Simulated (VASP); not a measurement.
# Co (Im-3m) in VASP: single point with PBEsol

Aim: the single point of Co with PBEsol.

All numbers are computed with VASP 6.6.1; they aren't measurements. Logs are shortened: lines on timing, memory, paths and dates and some standing lists are left out, and cuts for length are marked.

## 1. The cell of the first run

Symmetry: Im-3m, No. 229, cubic system. Conventional cell: a = 2.726 Å, b = 2.726 Å, c = 2.726 Å, α = 90.00°, β = 90.00°, γ = 90.00°. Within 3.1 Å of Co (site symmetry m-3m) lie 14 Co at 2.36 to 2.73 Å.

## 2. Single point, PBEsol

File INCAR:

```
SYSTEM = Co
ALGO = Normal ; EDIFF = 1E-6
ENCUT = 520 ; GGA = PS
ISIF = 2 ; ISMEAR = -1
LASPH = .True. ; LCHARG = .True.
LELF = .True. ; LREAL = .False.
LVHAR = .True. ; LWAVE = .False.
NBANDS = 10 ; NELM = 80
PREC = Accurate ; SIGMA = 0.13605693000000002
```

File KPOINTS:

```
k-points
0
Gamma
  17 17 17
  0 0 0
```

File POSCAR:

```
Co
1.0
   -1.3629301731      1.3629301731      1.3629301731
    1.3629301731     -1.3629301731      1.3629301731
    1.3629301731      1.3629301731     -1.3629301731
Co
1
Direct
    0.0000000000      0.0000000000      0.0000000000
```

Potentials or basis: VASP PAW PBE potentials, release 64 (Co).

On the command line:

```sh
$ cat potpaw_PBE.64/Co/POTCAR > POTCAR
$ mpirun -np 1 vasp_std > vasp.out
```

OUTCAR:

```text
SYSTEM = Co
   EDIFF = 1E-6
   ENCUT = 520
   GGA = PS
   ISIF = 2
   ISMEAR = -1
   LASPH = .True.
   LREAL = .False.
   NELM = 80
   PREC = Accurate

 ion  position               nearest neighbor table
   1  0.000  0.000  0.000-

  LATTYP: Found a body centered cubic cell.
 ALAT       =     2.7258603462

  Lattice vectors:

 A1 = (  -1.3629301731,   1.3629301731,   1.3629301731)
 A2 = (   1.3629301731,  -1.3629301731,   1.3629301731)
 A3 = (   1.3629301731,   1.3629301731,  -1.3629301731)

Analysis of symmetry for initial positions (statically):
=====================================================================
 Subroutine PRICEL returns:
 Original cell was already a primitive cell.

 Routine SETGRP: Setting up the symmetry group for a
 body centered cubic supercell.

 Subroutine GETGRP returns: Found 48 space group operations
 (whereof 48 operations were pure point group operations)
 out of a pool of 48 trial point group operations.

The static configuration has the point symmetry O_h .

Analysis of symmetry for dynamics (positions and initial velocities):
=====================================================================
 Subroutine PRICEL returns:
 Original cell was already a primitive cell.

 Routine SETGRP: Setting up the symmetry group for a
 body centered cubic supercell.

 Subroutine GETGRP returns: Found 48 space group operations
 (whereof 48 operations were pure point group operations)
 out of a pool of 48 trial point group operations.

The dynamic configuration has the point symmetry O_h .

 Subroutine INISYM returns: Found 48 space group operations
 (whereof 48 operations are pure point group operations),
 and found     1 'primitive' translations

----------------------------------------------------------------------------------------

                                     Primitive cell

  volume of cell :      10.1270

  direct lattice vectors                    reciprocal lattice vectors
    -1.362930173  1.362930173  1.362930173     0.000000000  0.366856652  0.366856652
     1.362930173 -1.362930173  1.362930173     0.366856652  0.000000000  0.366856652
     1.362930173  1.362930173 -1.362930173     0.366856652  0.366856652  0.000000000

  length of vectors
     2.360664307  2.360664307  2.360664307     0.518813652  0.518813652  0.518813652

  position of ions in fractional coordinates (direct lattice)
     0.000000000  0.000000000  0.000000000

  ion indices of the primitive-cell ions
   primitive index   ion index
                 1           1

----------------------------------------------------------------------------------------

 KPOINTS: k-points

Automatic generation of k-mesh.
 Grid dimensions read from file:
 generate k-points for:   17   17   17

 Generating k-lattice:

  Cartesian coordinates                     Fractional coordinates (reciprocal lattice)
     0.000000000  0.021579803  0.021579803     0.058823529  0.000000000  0.000000000
     0.021579803  0.000000000  0.021579803     0.000000000  0.058823529  0.000000000
     0.021579803  0.021579803  0.000000000     0.000000000  0.000000000  0.058823529

  Length of vectors
     0.030518450  0.030518450  0.030518450

  Shift w.r.t. Gamma in fractional coordinates (k-lattice)
     0.000000000  0.000000000  0.000000000

 Subroutine IBZKPT returns following result:
 ===========================================

 Found    165 irreducible k-points:

 Following reciprocal coordinates:
            Coordinates               Weight
  0.000000  0.000000  0.000000      1.000000
  0.058824  0.000000  0.000000     12.000000
  0.117647  0.000000  0.000000     12.000000
  0.176471  0.000000  0.000000     12.000000
  0.235294  0.000000  0.000000     12.000000
  0.294118  0.000000  0.000000     12.000000
[... 16 lines left out ...]
  0.411765  0.117647  0.000000     48.000000
  0.176471  0.176471  0.000000     24.000000
 [... further k-points ...]
   k-points           NKPTS =    165   k-points in BZ     NKDIM =    165   number of bands    NBANDS=     10
   number of dos      NEDOS =    301   number of ions     NIONS =      1
   total plane-waves  NPLWV =   5832
   dimension x,y,z NGX =    18 NGY =   18 NGZ =   18
   dimension x,y,z NGXF=    36 NGYF=   36 NGZF=   36
   ions per type =               1
   NGX,Y,Z   is equivalent  to a cutoff of  12.68, 12.68, 12.68 a.u.
   NGXF,Y,Z  is equivalent  to a cutoff of  25.35, 25.35, 25.35 a.u.
 SYSTEM =  Co
   PREC   = accura    normal or accurate (medium, high low for compatibility)
   ISTART =      0    job   : 0-new  1-cont  2-samecut
   ICHARG =      2    charge: 1-file 2-atom 10-const
   ISPIN  =      1    spin polarized calculation?
   LNONCOLLINEAR =      F non collinear calculations
   LSORBIT =      F    spin-orbit coupling
   LASPH  =      T    aspherical Exc in radial PAW
   ENCUT  =  520.0 eV  38.22 Ry    6.18 a.u.   4.39  4.39  4.39*2*pi/ulx,y,z
   NELM   =     80;   NELMIN=  2; NELMDL= -5     # of ELM steps
   EDIFF  = 0.1E-05   stopping-criterion for ELM
   LREAL  =      F    real-space projection
   EDIFFG = 0.1E-04   stopping-criterion for IOM
   NSW    =      0    number of steps for IOM
   IBRION =     -1    ionic relax: 0-MD 1-quasi-New 2-CG
   NFREE  =      0    steps in history (QN), initial steepest desc. (CG)
   ISIF   =      2    stress and relaxation
   ISYM   =      2    0-nonsym 1-usesym 2-fastsym
   POTIM  = 0.5000    time-step for ionic-motion
   TEBEG  =    0.0;   TEEND  =   0.0 temperature during run
   PSTRESS=    0.0 pullay stress
   NELECT =       9.0000    total number of electrons
   NUPDOWN=      -1.0000    fix difference up-down
   EMIN   =  10.00;   EMAX   =-10.00  energy-range for DOS
   EFERMI =   0.00;   METHOD = LEGACY
   ISMEAR =    -1;   SIGMA  =   0.14  broadening in eV -4-tet -1-fermi 0-gaus
   EFERMI_NEDOS =   21; number of points for ismear=-14 and -15
   IALGO  =     38    algorithm
   IMIX   =      4    mixing-type and parameters
     AMIX     =   0.40;   BMIX     =  1.00
     AMIX_MAG =   1.60;   BMIX_MAG =  1.00
  volume/ion in A,a.u.               =      10.13        68.34
  Fermi-wavevector in a.u.,A,eV,Ry     =   1.573966  2.974365 33.706659  2.477370
  Thomas-Fermi vector in A             =   2.675171
   LORBIT       =      0    0 simple, 1 ext, 2 COOP (PROOUT), +10 PAW based schemes
   GGA     = PS    functional components
   LHFCALC =     F    Hartree Fock is set to
   AEXX    =    0.0000 exact exchange contribution
   IVDW    =     0    specifies the selected vdW correction
   LEPSILON=     F    determine dielectric tensor
   LRPA    =     F    only Hartree local field effects (RPA)
 non-spin polarized calculation
  energy-cutoff  :      520.00
  volume of cell :       10.13
 maximum number of plane-waves:       281
 NGX is ok and might be reduce to    18
   NGX =  9   NGY =  9   NGZ =  9

 number of electron       8.9999997 magnetization

 Free energy of the ion-electron system (eV)
  ---------------------------------------------------
  ext. energy  EPLUGINS =         0.00000000
  ---------------------------------------------------
  free energy    TOTEN  =        -7.42928873 eV

  energy without entropy =       -7.24701301  energy(sigma->0) =       -7.33815087

 E-fermi :  10.9814     XC(G=0): -14.0042

 val. band max:       10.9763827957   @ k =  -0.1765   0.1765   0.1176
 cond. band min:      10.9859288490   @ k =   0.2353   0.2353   0.0000
 fundamental gap:      0.0095460532
 Fermi energy:        10.9813924567

 k-point     1 :       0.0000    0.0000    0.0000
  band No.  band energies     occupation
      1       1.7261      2.00000
      2       9.0128      2.00000
      3       9.0128      2.00000
      4       9.0128      2.00000
      5      10.6690      1.81712
      6      10.6690      1.81712
      7      37.4034      0.00000
      8      37.4034      0.00000
      9      37.4034      0.00000
     10      43.3740      0.00000

 k-point     2 :       0.0588    0.0000    0.0000
  band No.  band energies     occupation
      1       1.8801      2.00000
      2       8.9691      2.00000
      3       9.0081      2.00000
      4       9.0957      2.00000
      5      10.6234      1.86567
      6      10.6724      1.81292
      7      36.4787      0.00000
      8      37.2122      0.00000
      9      37.3259      0.00000
     10      42.6580      0.00000

 k-point     3 :       0.1176    0.0000    0.0000
  band No.  band energies     occupation
      1       2.3329      2.00000
      2       8.8450      2.00000
      3       8.9816      2.00000
      4       9.3374      1.99999
      5      10.5167      1.93639
      6      10.6836      1.79848
      7      34.2959      0.00000
      8      36.4958      0.00000
      9      37.1318      0.00000
     10      41.5383      0.00000

 k-point     4 :       0.1765    0.0000    0.0000
  band No.  band energies     occupation
      1       3.0517      2.00000
      2       8.6607      2.00000
      3       8.9117      2.00000
      4       9.7175      1.99982
      5      10.4224      1.96767
      6      10.7048      1.76844
      7      31.5558      0.00000
      8      35.2755      0.00000
      9      36.8935      0.00000
     10      39.3846      0.00000

 k-point     5 :       0.2353    0.0000    0.0000
  band No.  band energies     occupation
      1       3.9636      2.00000
      2       8.4442      2.00000
      3       8.8271      2.00000
      4      10.2003      1.99360
      5      10.4022      1.97206
      6      10.7373      1.71487
      7      28.6340      0.00000
      8      33.8996      0.00000
      9      36.6662      0.00000
     10      37.4058      0.00000

 k-point     6 :       0.2941    0.0000    0.0000
  band No.  band energies     occupation
      1       4.9126      2.00000
      2       8.2262      2.00000
      3       8.8825      2.00000
      4      10.4563      1.95870
      5      10.7331      1.72236
      6      10.7792      1.63097
      7      25.7433      0.00000
      8      32.6291      0.00000
      9      35.6651      0.00000
     10      36.4774      0.00000

 k-point     7 :       0.3529    0.0000    0.0000
  band No.  band energies     occupation
      1       5.6281      2.00000
      2       8.0351      2.00000
      3       9.3390      1.99999
      4      10.5482      1.92043
      5      10.8244      1.52041
      6      11.2464      0.24959
      7      23.0429      0.00000
      8      31.5955      0.00000
      9      34.2398      0.00000
     10      36.3362      0.00000

 k-point     8 :       0.4118    0.0000    0.0000
  band No.  band energies     occupation
      1       5.9536      2.00000
      2       7.8942      2.00000
      3      10.2178      1.99272
      4      10.6664      1.82026
      5      10.8634      1.40845
      6      11.6584      0.01371
      7      20.7395      0.00000
      8      30.8709      0.00000
      9      33.2173      0.00000
     10      36.2436      0.00000

 k-point     9 :       0.4706    0.0000    0.0000
  band No.  band energies     occupation
      1       6.0407      2.00000
      2       7.8197      2.00000
      3      10.6154      1.87283
      4      10.8861      1.33670
      5      11.1691      0.40223
      6      11.8897      0.00252
      7      19.2559      0.00000
      8      30.4981      0.00000
      9      32.6798      0.00000
     10      36.1979      0.00000
[... 118 lines left out ...]
 k-point    19 :       0.1765    0.1176    0.0000
  band No.  band energies     occupation
      1       4.3527      2.00000
      2       8.4540      2.00000
      3       8.5803      2.00000
      4      10.2945      1.98725
      5      10.5318      1.92916
      6      10.8467      1.45824
      7      28.8107      0.00000
      8      30.9487      0.00000
      9      35.5768      0.00000
     10      38.0565      0.00000

 k-point    20 :       0.2353    0.1176   -0.0000
  band No.  band energies     occupation
      1       5.2792      2.00000
      2       8.2342      2.00000
      3       8.5557      2.00000
      4      10.3462      1.98140
      5      10.8602      1.41805
      6      11.2097      0.31475
      7      25.9951      0.00000
      8      29.8013      0.00000
      9      34.1316      0.00000
     10      37.9886      0.00000

 k-point    21 :       0.2941    0.1176   -0.0000
  band No.  band energies     occupation
      1       5.9775      2.00000
      2       8.0529      2.00000
      3       8.8030      2.00000
      4      10.4541      1.95937
      5      10.9394      1.15311
      6      11.9093      0.00218
      7      23.2852      0.00000
      8      28.9094      0.00000
      9      32.9701      0.00000
     10      37.8941      0.00000

 k-point    22 :       0.3529    0.1176    0.0000
  band No.  band energies     occupation
      1       6.2768      2.00000
      2       7.9275      2.00000
      3       9.3074      1.99999
      4      10.5549      1.91661
      5      11.0508      0.75041
      6      12.7052      0.00001
      7      20.9211      0.00000
      8      28.2776      0.00000
      9      32.1473      0.00000
     10      37.8211      0.00000

 k-point    23 :       0.4118    0.1176    0.0000
  band No.  band energies     occupation
      1       6.3442      2.00000
      2       7.8631      2.00000
      3       9.6774      1.99986
      4      10.5924      1.89157
      5      11.1811      0.37452
      6      13.4315      0.00000
      7      19.3310      0.00000
      8      27.9462      0.00000
      9      31.7189      0.00000
     10      37.7829      0.00000

 k-point    24 :       0.1765    0.1765    0.0000
  band No.  band energies     occupation
      1       5.2354      2.00000
      2       8.2978      2.00000
      3       8.4058      2.00000
      4      10.2918      1.98749
      5      10.8628      1.41007
      6      11.2471      0.24849
      7      27.3396      0.00000
      8      28.3783      0.00000
      9      34.2128      0.00000
     10      38.3644      0.00000

 [... further k-points ...]
[... 5 lines left out ...]
  --------------------------------------------------------------------------------------
  -------------------------------------------------------------------------------------
  Total       -0.0029567     -0.0029567     -0.0029567     -0.0000000      0.0000000     -0.0000000
  in kB       -0.4677773     -0.4677773     -0.4677773     -0.0000000      0.0000000     -0.0000000
  external PRESSURE =      -0.4677773 kB  Pullay stress =       0.0000000 kB

 VOLUME and BASIS-vectors are now :
 -----------------------------------------------------------------------------
  energy-cutoff  :      520.00
  volume of cell :       10.13
      direct lattice vectors                 reciprocal lattice vectors
    -1.362930173  1.362930173  1.362930173     0.000000000  0.366856652  0.366856652
     1.362930173 -1.362930173  1.362930173     0.366856652  0.000000000  0.366856652
     1.362930173  1.362930173 -1.362930173     0.366856652  0.366856652  0.000000000

 POSITION                                       TOTAL-FORCE (eV/Angst)
 -----------------------------------------------------------------------------------
      0.00000      0.00000      0.00000         0.000000      0.000000      0.000000
 -----------------------------------------------------------------------------------
    total drift:                                0.000000     -0.000000      0.000000

  FREE ENERGIE OF THE ION-ELECTRON SYSTEM (eV)
  ---------------------------------------------------
  free  energy   TOTEN  =        -7.4292887310 eV

  energy  without entropy=       -7.2470130052  energy(sigma->0) =       -7.33815087
```

Run time: 29 s. Hardware: 1 thread of AMD EPYC 7R13, shared host; peak memory 0.1 GiB.

What came out:

```yaml
Free_energy: -7.4293 eV
Pressure: 0.0 GPa
```

Levels at points of the mesh, in eV from the Fermi level:
```csv
k point,band 2,band 3,band 4,band 5,band 6,band 7,band 8,band 9
"(0.00, 0.00, 0.00)",-1.97,-1.97,-1.97,-0.31,-0.31,26.42,26.42,26.42
```

Caveat: the PAW data sets were made with another functional, which shifts forces and pressure a little; the run has no spin polarisation, though such a crystal can be magnetic.
